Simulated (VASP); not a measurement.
ZrAu:

```xyz
2
Lattice="3.1657 0.0000 0.0000 0.0000 3.1657 0.0000 0.0000 0.0000 3.9175" Properties=species:S:1:pos:R:3 pbc="T T T"
Zr    0.0000    0.0000    0.0000
Au    1.5828    1.5828    1.9588
```

- Program: VASP 6.6.1
- Task: relaxation of volume and atoms at fixed shape
- Functional: PBEsol
- Potentials or basis: VASP PAW PBE potentials, release 64 (Zr_sv, Au)
- Cutoff: 600 eV
- k mesh: 6 × 6 × 5
- Occupations: gaussian, width 0.05 eV
- Spin: no spin polarisation

At the start: pressure -4.2 GPa; volume 19.63 Å³/atom.

Q: How do energy, volume and symmetry change on relaxing?

A: Over 3 steps the energy falls by 7.9 meV/atom and the volume is 19.05 Å³/atom (-2.9 %); space group P4/mmm (No. 123, to 0.05 Å).

Step by step:
```tsv
step	energy change (eV)	largest force (eV/Å)	pressure (GPa)	volume (Å³)
1	0.0000	0.0000	-4.22	39.26
2	0.0224	0.0000	7.53	36.40
3	-0.0158	0.0000	-0.05	38.11
```

Final structure:
```cif
data_structure
_symmetry_space_group_name_H-M 'P 1'
_symmetry_Int_Tables_number 1
_cell_length_a 3.1344
_cell_length_b 3.1344
_cell_length_c 3.8788
_cell_angle_alpha 90.000
_cell_angle_beta 90.000
_cell_angle_gamma 90.000
_cell_volume 38.11
loop_
_atom_site_label
_atom_site_type_symbol
_atom_site_fract_x
_atom_site_fract_y
_atom_site_fract_z
_atom_site_occupancy
Zr1 Zr 0.00000 0.00000 0.00000 1
Au1 Au 0.50000 0.50000 0.50000 1
```

Caveat: the PAW data sets were made with another functional, which shifts forces and pressure a little.
